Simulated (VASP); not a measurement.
# Zr2B (P6/mmm) in VASP: further runs

Zr2B is run at these levels: r2SCAN; tasks: single point.

Everything below comes from runs of VASP 6.6.1. Logs are shortened: lines on timing, memory, paths and dates and some standing lists are left out, and cuts for length are marked.

### 1 The cell of the first run

It takes space group P6/mmm (No. 191, hexagonal). The conventional cell has a = 4.508 Å, b = 4.508 Å, c = 2.806 Å, α = 90.00°, β = 90.00°, γ = 120.00°. Zr (site symmetry -6m2) has 5 Zr at 2.60 to 2.81 Å and 6 B at 2.96 Å within 3.4 Å. B (site symmetry 6/mmm) has 2 B at 2.81 Å and 12 Zr at 2.96 Å within 3.7 Å.

### 2 Single point, r2SCAN

Input file POSCAR:

```
Zr2B
1.0
    4.5083822275      0.0000000000      0.0000000000
   -2.2541911137      3.9043735390      0.0000000000
    0.0000000000      0.0000000000      2.8060716011
Zr B
2 1
Direct
    0.3333333333      0.6666666667      0.5000000000
    0.6666666667      0.3333333333      0.5000000000
    0.0000000000      0.0000000000      0.0000000000
```

Input file INCAR.step1:

```
SYSTEM = Zr2B
PREC = Accurate
ENCUT = 520
ISMEAR = 0
SIGMA = 0.1
LREAL = .False.
LASPH = .True.
NELM = 100
NBANDS = 20
GGA = PE
ALGO = Normal
EDIFF = 1E-4
LWAVE = .True.
LCHARG = .False.
```

Input file INCAR.step2:

```
SYSTEM = Zr2B
PREC = Accurate
ENCUT = 520
EDIFF = 1E-6
ISMEAR = 0
SIGMA = 0.1
LREAL = .False.
LASPH = .True.
NELM = 100
ALGO = Normal
ISIF = 2
LWAVE = .False.
LCHARG = .True.
METAGGA = R2SCAN
LMIXTAU = .True.
LELF = .True.
LVHAR = .True.
NBANDS = 20
ISTART = 1
```

Input file KPOINTS:

```
regular mesh
0
Gamma
  12 12 16
  0 0 0
```

Potentials or basis: VASP PAW PBE potentials, release 64 (Zr_sv, B).

The run is started by

```
$ cat potpaw_PBE.64/Zr_sv/POTCAR potpaw_PBE.64/B/POTCAR > POTCAR
$ cp INCAR.step1 INCAR
$ mpirun -np 1 vasp_std > vasp.out
$ cp INCAR.step2 INCAR
$ mpirun -np 1 vasp_std > vasp.out
```

OUTCAR:

```text
SYSTEM = Zr2B
   PREC = Accurate
   ENCUT = 520
   EDIFF = 1E-6
   ISMEAR = 0
   LREAL = .False.
   LASPH = .True.
   NELM = 100
   ISIF = 2
   METAGGA = R2SCAN
   ISTART = 1

 ion  position               nearest neighbor table
   1  0.333  0.667  0.500-   2 2.60   2 2.60   2 2.60   3 2.96   3 2.96   3 2.96   3 2.96   3 2.96
                             3 2.96   2 3.83   2 3.83   2 3.83   2 3.83   2 3.83   2 3.83
   2  0.667  0.333  0.500-   1 2.60   1 2.60   1 2.60   3 2.96   3 2.96   3 2.96   3 2.96   3 2.96
                             3 2.96   1 3.83   1 3.83   1 3.83   1 3.83   1 3.83   1 3.83
   3  0.000  0.000  0.000-   1 2.96   2 2.96   1 2.96   2 2.96   1 2.96   1 2.96   2 2.96   2 2.96
                             2 2.96   2 2.96   1 2.96   1 2.96

  LATTYP: Found a hexagonal cell.
 ALAT       =     4.5083822275
 C/A-ratio  =     0.6224120892

  Lattice vectors:

 A1 = (   4.5083822275,   0.0000000000,   0.0000000000)
 A2 = (  -2.2541911137,   3.9043735390,   0.0000000000)
 A3 = (   0.0000000000,   0.0000000000,   2.8060716011)

Analysis of symmetry for initial positions (statically):
=====================================================================
 Subroutine PRICEL returns:
 Original cell was already a primitive cell.

 Routine SETGRP: Setting up the symmetry group for a
 hexagonal supercell.

 Subroutine GETGRP returns: Found 24 space group operations
 (whereof 24 operations were pure point group operations)
 out of a pool of 24 trial point group operations.

The static configuration has the point symmetry D_6h.

Analysis of symmetry for dynamics (positions and initial velocities):
=====================================================================
 Subroutine PRICEL returns:
 Original cell was already a primitive cell.

 Routine SETGRP: Setting up the symmetry group for a
 hexagonal supercell.

 Subroutine GETGRP returns: Found 24 space group operations
 (whereof 24 operations were pure point group operations)
 out of a pool of 24 trial point group operations.

The dynamic configuration has the point symmetry D_6h.

 Subroutine INISYM returns: Found 24 space group operations
 (whereof 24 operations are pure point group operations),
 and found     1 'primitive' translations

----------------------------------------------------------------------------------------

                                     Primitive cell

  volume of cell :      49.3936

[... 82 lines left out ...]
   ISTART =      1    job   : 0-new  1-cont  2-samecut
   ICHARG =      0    charge: 1-file 2-atom 10-const
   ISPIN  =      1    spin polarized calculation?
   LNONCOLLINEAR =      F non collinear calculations
   LSORBIT =      F    spin-orbit coupling
   LASPH  =      T    aspherical Exc in radial PAW
   ENCUT  =  520.0 eV  38.22 Ry    6.18 a.u.   8.38  8.38  5.22*2*pi/ulx,y,z
   NELM   =    100;   NELMIN=  2; NELMDL=  0     # of ELM steps
   EDIFF  = 0.1E-05   stopping-criterion for ELM
   LREAL  =      F    real-space projection
   EDIFFG = 0.1E-04   stopping-criterion for IOM
   NSW    =      0    number of steps for IOM
   IBRION =     -1    ionic relax: 0-MD 1-quasi-New 2-CG
   NFREE  =      0    steps in history (QN), initial steepest desc. (CG)
   ISIF   =      2    stress and relaxation
   ISYM   =      2    0-nonsym 1-usesym 2-fastsym
   POTIM  = 0.5000    time-step for ionic-motion
   TEBEG  =    0.0;   TEEND  =   0.0 temperature during run
   PSTRESS=    0.0 pullay stress
   NELECT =      27.0000    total number of electrons
   NUPDOWN=      -1.0000    fix difference up-down
   EMIN   =  10.00;   EMAX   =-10.00  energy-range for DOS
   EFERMI =   0.00;   METHOD = LEGACY
   ISMEAR =     0;   SIGMA  =   0.10  broadening in eV -4-tet -1-fermi 0-gaus
   EFERMI_NEDOS =   21; number of points for ismear=-14 and -15
   IALGO  =     38    algorithm
   IMIX   =      4    mixing-type and parameters
     AMIX     =   0.40;   BMIX     =  1.00
     AMIX_MAG =   1.60;   BMIX_MAG =  1.00
  volume/ion in A,a.u.               =      16.46       111.11
  Fermi-wavevector in a.u.,A,eV,Ry     =   1.338564  2.529519 24.378287  1.791754
  Thomas-Fermi vector in A             =   2.467025
   LORBIT       =      0    0 simple, 1 ext, 2 COOP (PROOUT), +10 PAW based schemes
   METAGGA = R2SCAN    functional components
   LHFCALC =     F    Hartree Fock is set to
   AEXX    =    0.0000 exact exchange contribution
   IVDW    =     0    specifies the selected vdW correction
   LEPSILON=     F    determine dielectric tensor
   LRPA    =     F    only Hartree local field effects (RPA)
 non-spin polarized calculation
 Gauss-broadening in eV      SIGMA  =   0.10
  energy-cutoff  :      520.00
  volume of cell :       49.39
 maximum number of plane-waves:      1366
 NGX is ok and might be reduce to    36
   NGX = 17   NGY = 17   NGZ = 11

 number of electron      27.0000000 magnetization

 Free energy of the ion-electron system (eV)
  ---------------------------------------------------
  ext. energy  EPLUGINS =         0.00000000
  ---------------------------------------------------
  free energy    TOTEN  =       -49.92730077 eV

  energy without entropy =      -49.91380213  energy(sigma->0) =      -49.92055145

 E-fermi :   9.5175     XC(G=0): -12.5269

 val. band max:        9.5158768903   @ k =   0.4167   0.1667   0.1250
 cond. band min:       9.5196523344   @ k =   0.2500  -0.0000   0.4375
 fundamental gap:      0.0037754441
 Fermi energy:         9.5174725018

 k-point     1 :       0.0000    0.0000    0.0000
  band No.  band energies     occupation
      1     -41.0481      2.00000
      2     -40.3460      2.00000
      3     -19.2046      2.00000
      4     -19.2046      2.00000
      5     -17.4306      2.00000
      6     -17.3527      2.00000
[... 541 lines left out ...]
     19      14.2433      0.00000
     20      14.2492      0.00000

 [... further k-points ...]
[... 5 lines left out ...]
  --------------------------------------------------------------------------------------
  -------------------------------------------------------------------------------------
  Total        0.0824071      0.0824071      0.0296889      0.0000000      0.0000000     -0.0000000
  in kB        2.6730340      2.6730340      0.9630177      0.0000000      0.0000000     -0.0000000
  external PRESSURE =       2.1030286 kB  Pullay stress =       0.0000000 kB

 VOLUME and BASIS-vectors are now :
 -----------------------------------------------------------------------------
  energy-cutoff  :      520.00
  volume of cell :       49.39
      direct lattice vectors                 reciprocal lattice vectors
     4.508382228  0.000000000  0.000000000     0.221809055  0.128061517  0.000000000
    -2.254191114  3.904373539  0.000000000     0.000000000  0.256123035  0.000000000
     0.000000000  0.000000000  2.806071601     0.000000000  0.000000000  0.356370094

 POSITION                                       TOTAL-FORCE (eV/Angst)
 -----------------------------------------------------------------------------------
     -0.00000      2.60292      1.40304         0.000000     -0.000000      0.000000
      2.25419      1.30146      1.40304        -0.000000      0.000000     -0.000000
      0.00000      0.00000      0.00000        -0.000000      0.000000     -0.000000
 -----------------------------------------------------------------------------------
    total drift:                                0.000000     -0.000000     -0.000000

  FREE ENERGIE OF THE ION-ELECTRON SYSTEM (eV)
  ---------------------------------------------------
  free  energy   TOTEN  =       -49.9273007658 eV

  energy  without entropy=      -49.9138021285  energy(sigma->0) =      -49.92055145
```

OSZICAR.step1:

```text
N       E                     dE             d eps       ncg     rms          rms(c)
DAV:   1     0.236764209067E+03    0.23676E+03   -0.14657E+04  6840   0.133E+03
DAV:   2    -0.270175043905E+01   -0.23947E+03   -0.23370E+03  7620   0.382E+02
DAV:   3    -0.210854196282E+02   -0.18384E+02   -0.17969E+02 13080   0.780E+01
DAV:   4    -0.215332881532E+02   -0.44787E+00   -0.44551E+00  8504   0.125E+01
DAV:   5    -0.215459934463E+02   -0.12705E-01   -0.12695E-01 10244   0.159E+00    0.207E+01
DAV:   6    -0.209067341265E+02    0.63926E+00   -0.38245E+00  8468   0.910E+00    0.954E+00
DAV:   7    -0.208630981541E+02    0.43636E-01   -0.41207E-01  9608   0.289E+00    0.417E+00
DAV:   8    -0.208649367573E+02   -0.18386E-02   -0.56052E-02  8752   0.164E+00    0.532E-01
DAV:   9    -0.208664938228E+02   -0.15571E-02   -0.87150E-03  9332   0.667E-01    0.167E-01
DAV:  10    -0.208665269449E+02   -0.33122E-04   -0.86828E-04  8772   0.220E-01
   1 F= -.20866527E+02 E0= -.20859620E+02  d E =-.138131E-01
```

Wall time 4.5 min (1 thread of Intel Xeon Platinum 8488C (Sapphire Rapids), shared host); peak memory 0.29 GiB.

What came out:

| Property | Result |
| --- | --- |
| Free energy | -49.9273 eV |
| Pressure | 0.2 GPa |

Stress tensor (GPa, compression positive):
```
0.27 0.00 0.00
0.00 0.27 0.00
0.00 0.00 0.10
```

Levels at points of the mesh, in eV from the Fermi level:
```csv
k point,band 12,band 13,band 14,band 15,band 16,band 17
"(0.00, 0.00, 0.00)",-2.70,-0.10,1.24,1.24,2.83,3.19
"(0.50, 0.00, 0.00)",-1.87,-1.20,-0.66,0.62,2.65,2.77
"(0.00, 0.00, 0.50)",-2.60,-1.16,-1.16,1.22,1.22,2.45
"(0.50, 0.00, 0.50)",-1.97,-0.16,0.63,0.63,1.25,3.00
```

Caveat: the PAW data sets were made with another functional, which shifts forces and pressure a little.

### 3 Single point, r2SCAN

This run uses another cell than the first one, of 16.41 Å³/atom, 0.996 times its volume.

Input file POSCAR:

```
Zr2B
1.0
    4.4943015449      0.0000000000      0.0000000000
   -2.2471507724      3.8921793101      0.0000000000
    0.0000000000      0.0000000000      2.8136444083
Zr B
2 1
Direct
    0.3333333333      0.6666666667      0.5000000000
    0.6666666667      0.3333333333      0.5000000000
    0.0000000000      0.0000000000      0.0000000000
```

Input file INCAR.step1:

```
SYSTEM = Zr2B
ALGO = Normal
EDIFF = 1E-4
ENCUT = 520
GGA = PE
ISMEAR = 0
LASPH = .True.
LCHARG = .False.
LREAL = .False.
LWAVE = .True.
NBANDS = 20
NELM = 100
PREC = Accurate
SIGMA = 0.1
```

Input file INCAR.step2:

```
SYSTEM = Zr2B
ALGO = Normal
EDIFF = 1E-7
ENCUT = 520
ISIF = 2
ISMEAR = 0
ISTART = 1
LASPH = .True.
LCHARG = .True.
LELF = .True.
LMIXTAU = .True.
LREAL = .False.
LVHAR = .True.
LWAVE = .False.
METAGGA = R2SCAN
NBANDS = 20
NELM = 100
PREC = Accurate
SIGMA = 0.1
```

Input file KPOINTS:

```
k-points
0
Gamma
  6 6 6
  0 0 0
```

Potentials or basis: VASP PAW PBE potentials, release 64 (Zr_sv, B).

The run is started by

```
$ cat potpaw_PBE.64/Zr_sv/POTCAR potpaw_PBE.64/B/POTCAR > POTCAR
$ cp INCAR.step1 INCAR
$ mpirun -np 1 vasp_std > vasp.out
$ cp INCAR.step2 INCAR
$ mpirun -np 1 vasp_std > vasp.out
```

OUTCAR:

```text
SYSTEM = Zr2B
   EDIFF = 1E-7
   ENCUT = 520
   ISIF = 2
   ISMEAR = 0
   ISTART = 1
   LASPH = .True.
   LREAL = .False.
   METAGGA = R2SCAN
   NELM = 100
   PREC = Accurate

 ion  position               nearest neighbor table
   1  0.333  0.667  0.500-   2 2.59   2 2.59   2 2.59   3 2.95   3 2.95   3 2.95   3 2.95   3 2.95
                             3 2.95   2 3.83   2 3.83   2 3.83   2 3.83   2 3.83   2 3.83
   2  0.667  0.333  0.500-   1 2.59   1 2.59   1 2.59   3 2.95   3 2.95   3 2.95   3 2.95   3 2.95
                             3 2.95   1 3.83   1 3.83   1 3.83   1 3.83   1 3.83   1 3.83
   3  0.000  0.000  0.000-   1 2.95   2 2.95   1 2.95   2 2.95   1 2.95   1 2.95   2 2.95   2 2.95
                             2 2.95   2 2.95   1 2.95   1 2.95

  LATTYP: Found a hexagonal cell.
 ALAT       =     4.4943015449
 C/A-ratio  =     0.6260470910

  Lattice vectors:

 A1 = (   4.4943015449,   0.0000000000,   0.0000000000)
 A2 = (  -2.2471507724,   3.8921793101,   0.0000000000)
 A3 = (   0.0000000000,   0.0000000000,   2.8136444083)

Analysis of symmetry for initial positions (statically):
=====================================================================
 Subroutine PRICEL returns:
 Original cell was already a primitive cell.

 Routine SETGRP: Setting up the symmetry group for a
 hexagonal supercell.

 Subroutine GETGRP returns: Found 24 space group operations
 (whereof 24 operations were pure point group operations)
 out of a pool of 24 trial point group operations.

The static configuration has the point symmetry D_6h.

Analysis of symmetry for dynamics (positions and initial velocities):
=====================================================================
 Subroutine PRICEL returns:
 Original cell was already a primitive cell.

 Routine SETGRP: Setting up the symmetry group for a
 hexagonal supercell.

 Subroutine GETGRP returns: Found 24 space group operations
 (whereof 24 operations were pure point group operations)
 out of a pool of 24 trial point group operations.

The dynamic configuration has the point symmetry D_6h.
[... 120 lines left out ...]
     AMIX     =   0.40;   BMIX     =  1.00
     AMIX_MAG =   1.60;   BMIX_MAG =  1.00
  volume/ion in A,a.u.               =      16.41       110.71
  Fermi-wavevector in a.u.,A,eV,Ry     =   1.340154  2.532524 24.436232  1.796012
  Thomas-Fermi vector in A             =   2.468489
   LORBIT       =      0    0 simple, 1 ext, 2 COOP (PROOUT), +10 PAW based schemes
   METAGGA = R2SCAN    functional components
   LHFCALC =     F    Hartree Fock is set to
   AEXX    =    0.0000 exact exchange contribution
   IVDW    =     0    specifies the selected vdW correction
   LEPSILON=     F    determine dielectric tensor
   LRPA    =     F    only Hartree local field effects (RPA)
 non-spin polarized calculation
 Gauss-broadening in eV      SIGMA  =   0.10
  energy-cutoff  :      520.00
  volume of cell :       49.22
 maximum number of plane-waves:      1355
 NGX is ok and might be reduce to    36
   NGX = 17   NGY = 17   NGZ = 11

 number of electron      27.0000000 magnetization

 Free energy of the ion-electron system (eV)
  ---------------------------------------------------
  ext. energy  EPLUGINS =         0.00000000
  ---------------------------------------------------
  free energy    TOTEN  =       -49.90107315 eV

  energy without entropy =      -49.88659145  energy(sigma->0) =      -49.89383230

 E-fermi :   9.5728     XC(G=0): -12.5424

 val. band max:        9.5531579617   @ k =   0.1667   0.0000   0.1667
 cond. band min:       9.6165893324   @ k =   0.3333   0.1667   0.5000
 fundamental gap:      0.0634313707
 Fermi energy:         9.5728044813

 k-point     1 :       0.0000    0.0000    0.0000
  band No.  band energies     occupation
      1     -40.9948      2.00000
      2     -40.2720      2.00000
      3     -19.1630      2.00000
      4     -19.1630      2.00000
      5     -17.4042      2.00000
      6     -17.2726      2.00000
[... 541 lines left out ...]
     19      14.1269      0.00000
     20      14.9302      0.00000

 [... further k-points ...]

------------------------ aborting loop because EDIFF is reached ----------------------------------------

  FORCE on cell =-STRESS in cart. coord.  units (eV):
  Direction    XX          YY          ZZ          XY          YZ          ZX
  --------------------------------------------------------------------------------------
  -------------------------------------------------------------------------------------
  Total        0.1010735      0.1010735      0.0229357      0.0000000      0.0000000     -0.0000000
  in kB        3.2902100      3.2902100      0.7466180      0.0000000      0.0000000     -0.0000000
  external PRESSURE =       2.4423460 kB  Pullay stress =       0.0000000 kB

 VOLUME and BASIS-vectors are now :
 -----------------------------------------------------------------------------
  energy-cutoff  :      520.00
  volume of cell :       49.22
      direct lattice vectors                 reciprocal lattice vectors
     4.494301545  0.000000000  0.000000000     0.222503984  0.128462735  0.000000000
    -2.247150772  3.892179310  0.000000000     0.000000000  0.256925470  0.000000000
     0.000000000  0.000000000  2.813644408     0.000000000  0.000000000  0.355410939

 POSITION                                       TOTAL-FORCE (eV/Angst)
 -----------------------------------------------------------------------------------
     -0.00000      2.59479      1.40682         0.000000      0.000000      0.000000
      2.24715      1.29739      1.40682        -0.000000      0.000000     -0.000000
      0.00000      0.00000      0.00000         0.000000      0.000000     -0.000000
 -----------------------------------------------------------------------------------
    total drift:                                0.000000     -0.000000     -0.000000

  FREE ENERGIE OF THE ION-ELECTRON SYSTEM (eV)
  ---------------------------------------------------
  free  energy   TOTEN  =       -49.9010731489 eV

  energy  without entropy=      -49.8865914453  energy(sigma->0) =      -49.89383230
```

Wall time 60 s (1 thread of Intel Xeon Platinum 8488C (Sapphire Rapids), shared host); peak memory 0.18 GiB.

What came out:

```yaml
Free_energy: -49.9011 eV
Pressure: 0.2 GPa
```

Stress tensor (GPa, compression positive):
```
0.33 0.00 0.00
0.00 0.33 0.00
0.00 0.00 0.07
```

Levels at points of the mesh, in eV from the Fermi level:
```tsv
k point	band 12	band 13	band 14	band 15	band 16	band 17
(0.00, 0.00, 0.00)	-2.71	-0.05	1.29	1.29	2.90	3.12
(0.50, 0.00, 0.00)	-1.86	-1.18	-0.63	0.63	2.56	2.69
(0.00, 0.00, 0.50)	-2.61	-1.18	-1.18	1.21	1.21	2.47
(0.50, 0.00, 0.50)	-2.00	-0.19	0.63	0.64	1.27	3.05
```

Caveat: the k points lie up to 0.37 Å⁻¹ apart; the PAW data sets were made with another functional, which shifts forces and pressure a little.
